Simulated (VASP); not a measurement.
# YPtC2N2 (P-1) in VASP: further runs

Runs on YPtC2N2. Level: PBE. Tasks: single point, relaxation of cell and atoms.

Program: VASP 6.6.1. These are calculated values, not measurements. Logs are shortened: lines on timing, memory, paths and dates and some standing lists are left out, and cuts for length are marked.

## 1. The cell of the first run

The typed cell holds 6 atoms: a = 5.747 Å, b = 3.623 Å, c = 5.840 Å, α = 72.24°, β = 108.05°, γ = 72.37°.

## 2. Single point, PBE

The input, INCAR:

```
SYSTEM = YPtC2N2
  PREC = Accurate
  ENCUT = 520
  EDIFF = 1E-7
  ISMEAR = 0
  SIGMA = 0.1
  LREAL = .False.
  LASPH = .True.
  NELM = 100
  ALGO = Normal
  ISIF = 2
  LWAVE = .False.
  LCHARG = .True.
  GGA = PE
  LELF = .True.
  LVHAR = .True.
  NBANDS = 28
```

The input, KPOINTS:

```
Automatic mesh
0
Gamma
  4 4 2
  0 0 0
```

The input, POSCAR:

```
YPtC2N2
1.0
    5.6641097277     -0.6586275548     -0.7130533046
    1.5062744316      3.2937145724      0.0823202799
   -0.9062348670      2.2412248512      5.3159156512
Y Pt C N
1 1 2 2
Direct
    0.5000000000      0.5000000000      0.5000000000
    0.0000000000      0.0000000000      0.0000000000
    0.2009283531      1.0018158836      0.7924966149
    0.7990716469     -0.0018158836      0.2075033851
    0.3268477473      1.0028116242      0.6620290319
    0.6731522527     -0.0028116242      0.3379709681
```

Potentials or basis: VASP PAW PBE potentials, release 64 (Y_sv, Pt, C, N).

On the command line:

```bash
$ cat potpaw_PBE.64/Y_sv/POTCAR potpaw_PBE.64/Pt/POTCAR potpaw_PBE.64/C/POTCAR potpaw_PBE.64/N/POTCAR > POTCAR
$ mpirun -np 1 vasp_std > vasp.out
```

OUTCAR:

```text
SYSTEM = YPtC2N2
   PREC = Accurate
   ENCUT = 520
   EDIFF = 1E-7
   ISMEAR = 0
   LREAL = .False.
   LASPH = .True.
   NELM = 100
   ISIF = 2
   GGA = PE

 ion  position               nearest neighbor table
   1  0.500  0.500  0.500-   5 2.40   6 2.40   6 2.40   5 2.40   2 2.91   2 2.91
   2  0.000  0.000  0.000-   3 1.92   4 1.92   1 2.91   1 2.91
   3  0.201  0.002  0.792-   5 1.20   2 1.92
   4  0.799  0.998  0.208-   6 1.20   2 1.92
   5  0.327  0.003  0.662-   3 1.20   1 2.40   1 2.40
   6  0.673  0.997  0.338-   4 1.20   1 2.40   1 2.40

  LATTYP: Found a triclinic cell.
 ALAT       =    11.3065867275
 B/A-ratio  =     0.5152282032
 C/A-ratio  =     1.0503159361
 COS(alpha) =     0.0028344888
 COS(beta)  =     0.6256542230
 COS(gamma) =     0.7715525223

  Lattice vectors:

 A1 = (  -3.8516399937,  -3.8238221476,  -9.9187779978)
 A2 = (  -3.2516004291,   1.7111172760,  -4.5205420667)
 A3 = (   3.5577957315,  -9.4872815508,  -6.1936095156)

Analysis of symmetry for initial positions (statically):
=====================================================================
 Subroutine PRICEL returns:
 Original cell was already a primitive cell.

 Routine SETGRP: Setting up the symmetry group for a
 triclinic supercell.

 Subroutine GETGRP returns: Found  2 space group operations
 (whereof  2 operations were pure point group operations)
 out of a pool of  2 trial point group operations.

The static configuration has the point symmetry S_2 .

Analysis of symmetry for dynamics (positions and initial velocities):
=====================================================================
 Subroutine PRICEL returns:
 Original cell was already a primitive cell.

 Routine SETGRP: Setting up the symmetry group for a
 triclinic supercell.

 Subroutine GETGRP returns: Found  2 space group operations
 (whereof  2 operations were pure point group operations)
 out of a pool of  2 trial point group operations.

The dynamic configuration has the point symmetry S_2 .

 Subroutine INISYM returns: Found  2 space group operations
 (whereof  2 operations are pure point group operations),
 and found     1 'primitive' translations

----------------------------------------------------------------------------------------

[... 95 lines left out ...]
   EDIFF  = 0.1E-06   stopping-criterion for ELM
   LREAL  =      F    real-space projection
   EDIFFG = 0.1E-05   stopping-criterion for IOM
   NSW    =      0    number of steps for IOM
   IBRION =     -1    ionic relax: 0-MD 1-quasi-New 2-CG
   NFREE  =      0    steps in history (QN), initial steepest desc. (CG)
   ISIF   =      2    stress and relaxation
   ISYM   =      2    0-nonsym 1-usesym 2-fastsym
   POTIM  = 0.5000    time-step for ionic-motion
   TEBEG  =    0.0;   TEEND  =   0.0 temperature during run
   PSTRESS=    0.0 pullay stress
   NELECT =      39.0000    total number of electrons
   NUPDOWN=      -1.0000    fix difference up-down
   EMIN   =  10.00;   EMAX   =-10.00  energy-range for DOS
   EFERMI =   0.00;   METHOD = LEGACY
   ISMEAR =     0;   SIGMA  =   0.10  broadening in eV -4-tet -1-fermi 0-gaus
   EFERMI_NEDOS =   21; number of points for ismear=-14 and -15
   IALGO  =     38    algorithm
   IMIX   =      4    mixing-type and parameters
     AMIX     =   0.40;   BMIX     =  1.00
     AMIX_MAG =   1.60;   BMIX_MAG =  1.00
  volume/ion in A,a.u.               =      16.49       111.25
  Fermi-wavevector in a.u.,A,eV,Ry     =   1.200442  2.268506 19.606817  1.441060
  Thomas-Fermi vector in A             =   2.336278
   LORBIT       =      0    0 simple, 1 ext, 2 COOP (PROOUT), +10 PAW based schemes
   GGA     = PE    functional components
   LHFCALC =     F    Hartree Fock is set to
   AEXX    =    0.0000 exact exchange contribution
   IVDW    =     0    specifies the selected vdW correction
   LEPSILON=     F    determine dielectric tensor
   LRPA    =     F    only Hartree local field effects (RPA)
 non-spin polarized calculation
 Gauss-broadening in eV      SIGMA  =   0.10
  energy-cutoff  :      520.00
  volume of cell :       98.92
 maximum number of plane-waves:      2678
 NGX is ok and might be reduce to    48
   NGX = 21   NGY = 13   NGZ = 21

 number of electron      39.0000000 magnetization

 Free energy of the ion-electron system (eV)
  ---------------------------------------------------
  ext. energy  EPLUGINS =         0.00000000
  ---------------------------------------------------
  free energy    TOTEN  =       -49.88617947 eV

  energy without entropy =      -49.87844273  energy(sigma->0) =      -49.88231110

 E-fermi :   3.7035     XC(G=0):  -9.6200

 val. band max:        3.6413033988   @ k =   0.0000   0.0000   0.0000
 cond. band min:       4.2588517797   @ k =   0.2500   0.2500  -0.0000
 fundamental gap:      0.6175483808
 Fermi energy:         3.7035348772

 k-point     1 :       0.0000    0.0000    0.0000
  band No.  band energies     occupation
      1     -39.7053      2.00000
      2     -19.9014      2.00000
      3     -19.6094      2.00000
      4     -19.5579      2.00000
      5     -15.5120      2.00000
      6     -15.0551      2.00000
[... 609 lines left out ...]
     27       8.1478      0.00000
     28       9.8650      0.00000

------------------------ aborting loop because EDIFF is reached ----------------------------------------

  FORCE on cell =-STRESS in cart. coord.  units (eV):
  Direction    XX          YY          ZZ          XY          YZ          ZX
  --------------------------------------------------------------------------------------
  -------------------------------------------------------------------------------------
  Total        0.3067175     -0.0196511      0.0697229     -0.1419909      0.0879163     -0.2468534
  in kB        4.9680194     -0.3182966      1.1293278     -2.2998802      1.4240139     -3.9983775
  external PRESSURE =       1.9263502 kB  Pullay stress =       0.0000000 kB

 VOLUME and BASIS-vectors are now :
 -----------------------------------------------------------------------------
  energy-cutoff  :      520.00
  volume of cell :       98.92
      direct lattice vectors                 reciprocal lattice vectors
     5.664109728 -0.658627555 -0.713053305     0.175144963 -0.081704099  0.064304958
     1.506274432  3.293714572  0.082320280     0.019239546  0.297866720 -0.122302683
    -0.906234867  2.241224851  5.315915651     0.023195231 -0.015572077  0.198633862

 POSITION                                       TOTAL-FORCE (eV/Angst)
 -----------------------------------------------------------------------------------
      3.13207      2.43816      2.34259         0.000000      0.000000     -0.000000
      0.00000      0.00000      0.00000         0.000000      0.000000     -0.000000
      0.42263      1.64981      4.06972        -0.184427      0.083903      0.168513
      5.84152      3.22650      0.61546         0.184427     -0.083903     -0.168513
      1.25558      1.27775      3.28646         0.150359     -0.079750     -0.172755
      5.00857      3.59857      1.39872        -0.150359      0.079750      0.172755
 -----------------------------------------------------------------------------------
    total drift:                               -0.000000     -0.000000      0.000000

  FREE ENERGIE OF THE ION-ELECTRON SYSTEM (eV)
  ---------------------------------------------------
  free  energy   TOTEN  =       -49.8861794669 eV

  energy  without entropy=      -49.8784427320  energy(sigma->0) =      -49.88231110
```

OSZICAR:

```text
N       E                     dE             d eps       ncg     rms          rms(c)
DAV:   1     0.219272719253E+03    0.21927E+03   -0.19212E+04  1120   0.128E+03
DAV:   2    -0.365686622521E+02   -0.25584E+03   -0.24764E+03  1336   0.305E+02
DAV:   3    -0.552287507328E+02   -0.18660E+02   -0.18390E+02  1720   0.749E+01
DAV:   4    -0.559539511125E+02   -0.72520E+00   -0.72291E+00  1708   0.115E+01
DAV:   5    -0.559670841313E+02   -0.13133E-01   -0.13132E-01  1512   0.136E+00    0.317E+01
DAV:   6    -0.509906074901E+02    0.49765E+01   -0.35973E+01  1348   0.342E+01    0.219E+01
DAV:   7    -0.499425947989E+02    0.10480E+01   -0.64523E+00  1352   0.180E+01    0.171E+01
DAV:   8    -0.499115419120E+02    0.31053E-01   -0.84743E-01  1596   0.485E+00    0.617E+00
DAV:   9    -0.498900674865E+02    0.21474E-01   -0.23773E-01  1360   0.329E+00    0.806E-01
DAV:  10    -0.498858122978E+02    0.42552E-02   -0.24930E-02  1284   0.117E+00    0.286E-01
DAV:  11    -0.498861766212E+02   -0.36432E-03   -0.43755E-03  1632   0.369E-01    0.126E-01
DAV:  12    -0.498861396112E+02    0.37010E-04   -0.89862E-04  1416   0.184E-01    0.670E-02
DAV:  13    -0.498861750354E+02   -0.35424E-04   -0.15560E-04  1380   0.796E-02    0.215E-02
DAV:  14    -0.498861774526E+02   -0.24172E-05   -0.31768E-05  1620   0.330E-02    0.144E-02
DAV:  15    -0.498861789874E+02   -0.15348E-05   -0.42347E-06  1308   0.129E-02    0.466E-03
DAV:  16    -0.498861793948E+02   -0.40739E-06   -0.65387E-07  1316   0.474E-03    0.195E-03
DAV:  17    -0.498861794669E+02   -0.72101E-07   -0.59192E-08   796   0.149E-03
   1 F= -.49886179E+02 E0= -.49882311E+02  d E =-.773673E-02
```

stdout:

```text
POSCAR found type information on POSCAR Y PtC N
 POSCAR found :  4 types and       6 ions
 scaLAPACK will be used
 LDA part: xc-table for (Slater+PW92), standard interpolation
 POSCAR, INCAR and KPOINTS ok, starting setup
 FFT: planning ... GRIDC
 FFT: planning ... GRID_SOFT
 FFT: planning ... GRID
 WAVECAR not read
 entering main loop
```

Wall time 38 s (1 thread of Intel Xeon 6975P-C (Granite Rapids), shared host); peak memory 0.29 GiB.

Results:

| Item | Value |
| --- | --- |
| Free energy | -49.8862 eV |
| Pressure | 0.2 GPa |
| Largest force | 0.264 eV/Å |
| Band gap on the k mesh | zero (an odd number of electrons rules out a gap without spin polarisation) |

Forces in eV/Å, atoms in the order of the input:
```
Y    0.000  0.000  0.000
Pt   0.000  0.000  0.000
C   -0.184  0.084  0.169
C    0.184 -0.084 -0.169
N    0.150 -0.080 -0.173
N   -0.150  0.080  0.173
```

Stress tensor (GPa, compression positive):
```
 0.50 -0.23 -0.40
-0.23 -0.03  0.14
-0.40  0.14  0.11
```

Caveat: the k points lie up to 0.57 Å⁻¹ apart, too coarse for converged energies and pressures of a metal; spin-orbit coupling is left out, which moves the levels of the heavy elements.

## 3. Single point, PBE

This run uses another cell than the first one, of 16.43 Å³/atom.

The input, INCAR:

```
SYSTEM = YPtC2N2
ALGO = Normal ; EDIFF = 1E-6
ENCUT = 520 ; GGA = PE
ISIF = 2 ; ISMEAR = 0
LASPH = .True. ; LCHARG = .False.
LREAL = .False. ; LWAVE = .False.
NBANDS = 28 ; NELM = 80
PREC = Accurate ; SIGMA = 0.1
```

The input, KPOINTS:

```
k-points
0
Gamma
  6 4 4
  0 0 0
```

The input, POSCAR:

```
YPtC2N2
1.0
    3.5985429210     -0.0126827795      0.0123402126
   -1.7475879417      5.5194673030     -0.0163710489
   -0.0728267695     -3.0412615667      4.9735138397
Y Pt C N
1 1 2 2
Direct
    0.0000000000      0.0000000000      0.5000000000
    0.0000000000      0.0000000000      0.0000000000
    0.7954645200      0.5920765109      0.7961817459
    0.2045354800      0.4079234891      0.2038182541
    0.6670776808      0.3362401870      0.6685508942
    0.3329223192      0.6637598130      0.3314491058
```

Potentials or basis: VASP PAW PBE potentials, release 64 (Y_sv, Pt, C, N).

On the command line:

```bash
$ cat potpaw_PBE.64/Y_sv/POTCAR potpaw_PBE.64/Pt/POTCAR potpaw_PBE.64/C/POTCAR potpaw_PBE.64/N/POTCAR > POTCAR
$ mpirun -np 1 vasp_std > vasp.out
```

Run time: 1.8 min. Hardware: 1 thread of Intel Xeon 6975P-C (Granite Rapids), shared host; peak memory 0.36 GiB.

It converged, with:

| Property | Result |
| --- | --- |
| Free energy | -49.8458 eV |
| Pressure | 0.2 GPa |
| Largest force | 0.296 eV/Å |
| Band gap on the k mesh | zero (an odd number of electrons rules out a gap without spin polarisation) |

Forces on the atoms (eV/Å):
```
Y    0.000  0.000  0.000
Pt   0.000  0.000  0.000
C    0.002  0.252  0.156
C   -0.002 -0.252 -0.156
N    0.001 -0.215 -0.149
N   -0.001  0.215  0.149
```

Stress tensor (GPa, compression positive):
```
-0.08 -0.05  0.04
-0.05  0.64  0.35
 0.04  0.35  0.07
```

Levels at points of the mesh, in eV from the Fermi level:
```csv
k point,band 17,band 18,band 19,band 20,band 21,band 22
"(0.00, 0.00, 0.00)",-3.15,-3.07,-2.63,-0.32,1.15,2.18
"(0.50, 0.00, 0.00)",-3.63,-2.82,-1.01,0.40,1.44,1.55
"(0.00, 0.50, 0.00)",-3.41,-3.16,-2.61,1.18,2.02,2.23
"(0.50, 0.50, 0.00)",-3.63,-2.82,-1.01,0.40,1.42,1.55
"(0.00, 0.00, 0.50)",-2.95,-2.90,-2.45,-0.70,0.86,1.10
"(0.50, 0.00, 0.50)",-3.10,-2.98,-1.14,-0.93,0.40,1.69
"(0.00, 0.50, 0.50)",-2.95,-2.91,-2.45,-0.68,0.85,1.09
"(0.50, 0.50, 0.50)",-3.10,-2.97,-1.14,-0.93,0.45,1.65
```

Caveat: spin-orbit coupling is left out, which moves the levels of the heavy elements.

(Part 1 of 2 ends here.)
